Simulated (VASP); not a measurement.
## Bi: single point with PBEsol

Crystal: Bi.

```
Bi
1.0
     4.44822    0.00000    0.00000
    -2.22411    3.85227    0.00000
     0.00000    0.00000   11.82900
Bi
2
Cartesian
  0.0000 2.5682 2.9573
  2.2241 1.2841 8.8718
```

This cell differs from its parent crystal: equal xx and yy strain of -2 %.

| Quantity | Value |
| --- | --- |
| Program | VASP 6.6.1 |
| Task | single point |
| Functional | PBEsol |
| Potentials or basis | VASP PAW PBE potentials, release 64 (Bi_d) |
| Cutoff | 520 eV |
| k mesh | 9 × 9 × 3 |
| Occupations | fermi-dirac, width 0.03 eV |
| Spin | no spin polarisation |

The pressure is -3.8 GPa and the band gap on the k mesh is zero (band 15 reaches 0.60 eV, above the bottom of band 16 at -1.77 eV).

Stress tensor (GPa, compression positive):
```
-5.55  0.00  0.00
 0.00 -5.55  0.00
 0.00  0.00 -0.39
```

Levels at points of the mesh, in eV from the Fermi level:
```
           k point  band 11  band 12  band 13  band 14  band 15  band 16  band 17  band 18  band 19  band 20
(0.00, 0.00, 0.00)   -10.38   -10.37    -0.91    -0.40     1.59     1.59     1.61     1.61     3.03     4.66
```

Run time: 77 s on 1 thread of Intel(R) Xeon(R) Platinum 8259CL CPU @ 2.50GHz (Skylake/Cascade Lake), on a shared host, peak memory 0.34 GiB.

Caveat: the cell differs from its parent crystal (equal xx and yy strain of -2 %); the PAW data sets were made with another functional, which shifts forces and pressure a little; spin-orbit coupling is left out, which moves the levels of the heavy elements.
